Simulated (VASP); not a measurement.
Wanted: the native input for a VASP 6.6.1 run.

```yaml
Task: single point
Functional: PBE
Potentials_or_basis: VASP PAW PBE potentials, release 64 (Ba_sv, F)
Cutoff: 520 eV
k_mesh: 7 × 7 × 7
Occupations: fermi-dirac, width 0.02 eV
Spin: no spin polarisation
Dipole_correction: no
k_mesh_for_the_DOS: 11 × 11 × 11
Occupations_for_the_DOS: tetrahedron
Further_INCAR_settings: ALGO = Normal; EDIFF = 1e-06
```

Crystal: BaF2.

```
Ba F
1.0
     0.00000    3.12301    3.12301
     3.12301    0.00000    3.12301
     3.12301    3.12301    0.00000
Ba F
1 2
Direct
  0.00000 0.00000 0.00000
  0.25000 0.25000 0.25000
  0.75000 0.75000 0.75000
```

These files were run (other wordings do the same):

POSCAR

```
BaF2
1.0
    0.0000000000      3.1230132130      3.1230132130
    3.1230132130      0.0000000000      3.1230132130
    3.1230132130      3.1230132130      0.0000000000
Ba F
1 2
Direct
    0.0000000000      0.0000000000      0.0000000000
    0.2500000000      0.2500000000      0.2500000000
    0.7500000000      0.7500000000      0.7500000000
```

INCAR.step1

```
  ALGO = Normal
  EDIFF = 1E-6
  ENCUT = 520
  GGA = PE
  GGA_COMPAT = False
  ISIF = 2
  ISMEAR = -1
  LASPH = True
  LCHARG = True
  LORBIT = 11
  LREAL = False
  LWAVE = False
  NBANDS = 19
  NEDOS = 2001
  NELM = 120
  PREC = Accurate
  SIGMA = 0.02
```

KPOINTS.step1

```
k-points
0
Gamma
  7 7 7
```

INCAR.step2

```
  ALGO = Normal
  EDIFF = 1E-6
  ENCUT = 520
  GGA = PE
  GGA_COMPAT = False
  ICHARG = 11
  ISIF = 2
  ISMEAR = -5
  LASPH = True
  LCHARG = False
  LORBIT = 10
  LREAL = False
  LWAVE = False
  NEDOS = 2001
  NELM = 120
  PREC = Accurate
  SIGMA = 0.02
```

KPOINTS.step2

```
k-points
0
Gamma
  11 11 11
```

Potentials or basis: VASP PAW PBE potentials, release 64 (Ba_sv, F).

Run with:

```sh
$ cat potpaw_PBE.64/Ba_sv/POTCAR potpaw_PBE.64/F/POTCAR > POTCAR
$ cp INCAR.step1 INCAR
$ cp KPOINTS.step1 KPOINTS
$ mpirun -np 1 vasp_std > vasp.out
$ cp INCAR.step2 INCAR
$ cp KPOINTS.step2 KPOINTS
$ mpirun -np 1 vasp_std > vasp.out
```

It gave:

```
Valence electrons inside the program's atomic spheres : Ba 7.87; F 6.09
```

Run time: 110 s on 1 thread of Oxide Virtual Turin-like Processor, with other jobs on the host, peak memory 0.18 GiB.
